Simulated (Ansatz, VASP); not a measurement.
SrCl2: VASP beside Ansatz

INCAR

```
SYSTEM = SrCl2
  ALGO = Normal
  EDIFF = 1E-6
  ENCUT = 520
  GGA = PE
  ISIF = 2
  ISMEAR = 0
  LASPH = .TRUE.
  LCHARG = .FALSE.
  LREAL = .FALSE.
  LWAVE = .FALSE.
  NBANDS = 19
  NELM = 80
  PREC = Accurate
  SIGMA = 0.05
```

The input KPOINTS:

```
k-points
0
G
  8 8 8
  0 0 0
```

The input POSCAR:

```
SrCl2
1.0
    0.0000000000      3.5206059550      3.5206059550
    3.5206059550      0.0000000000      3.5206059550
    3.5206059550      3.5206059550      0.0000000000
Sr Cl
1 2
Direct
    0.0000000000      0.0000000000      0.0000000000
    0.2500000000      0.2500000000      0.2500000000
    0.7428989497      0.7571010503      0.7571010503
```

Input for Ansatz:

```yaml
crystal:
  lattice:
    - [0.0, 3.520605955, 3.520605955]
    - [3.520605955, 0.0, 3.520605955]
    - [3.520605955, 3.520605955, 0.0]
  atoms:
    - { symbol: Sr, position: [0.0, 0.0, 0.0] }
    - { symbol: Cl, position: [0.25, 0.25, 0.25] }
    - { symbol: Cl, position: [0.7428989497, 0.7571010503, 0.7571010503] }
basis:
  ecutwfc: 420
  ecutrho_ratio: 4
kpoints:
  mp_grid: { grid: [8, 8, 8] }
hamiltonian:
  xc: pbe
scf:
  occupations: { method: gaussian, width: 0.05 }
output:
  forces: true
  stress: true
  eigenvalues: true
```

Alike in both runs: task single point; functional PBE; k mesh 8 × 8 × 8; occupations gaussian, width 0.05 eV; no spin polarisation.

```csv
,VASP,Ansatz
version,VASP 6.6.1,Ansatz 0.2.0
potentials or method,"VASP PAW PBE potentials, release 64 (Sr_sv, Cl), cutoff 520 eV","scalar-relativistic, plane waves, PAW"
valence electrons in the cell,24,24
```

|  | VASP | Ansatz | Ansatz less VASP |
| --- | --- | --- | --- |
| gap on the k mesh at the Fermi level (eV) | 5.23 | 5.23 | +0.004 |
| least direct gap on the mesh (eV) | 5.51 | 5.52 | +0.003 |
| pressure (GPa) | 0.1 | 0.0 | -0.07 |
| traceless stress, the component that is largest in VASP (GPa) | 0.19 | 0.18 | -0.008 |
| rms of the force components (eV/Å) | 0.051 | 0.051 | -0.0007 |

Atom by atom the forces differ by 0.001 eV/Å (rms over components). The functional is the same, so the differences come from potentials, cutoffs and numerics.
